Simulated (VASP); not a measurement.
Runs of VASP 6.6.1 on PbSe. The structure is that of space group Fm-3m (No. 225), or close to it. The cells are those of the table. 

| task | cell | k mesh for the DOS | occupations for the DOS | gap on the mesh (eV) | pressure (GPa) |
| --- | --- | --- | --- | --- | --- |
| single point | a = 4.440 Å, angles 60.0°, 2 atoms | - | - | (c) | -1.3 |
| single point | a = 4.352 Å, angles 60.0°, 2 atoms | - | - | 0.34 | 1.5 |
| single point | a = 4.483 Å, angles 60.0°, 2 atoms | - | - | 0.59 | (b) |
| single point | a = 4.307 Å, angles 60.0°, 2 atoms | - | - | 0.24 | (a) |

Alike in all rows: level PBE; potentials or basis VASP PAW PBE potentials, release 64 (Pb_d, Se); no spin polarisation; k mesh 10 × 10 × 10; cutoff (eV) 520; smearing gaussian 0.01 eV.

Q: Fill in the values left out.

A: (a) 3.3; (b) -2.4; (c) 0.52.

Caveats: spin-orbit coupling is left out, which moves the levels of the heavy elements.

A k mesh can miss the band edges, and the runs leave out spin-orbit coupling on Pb, Se.
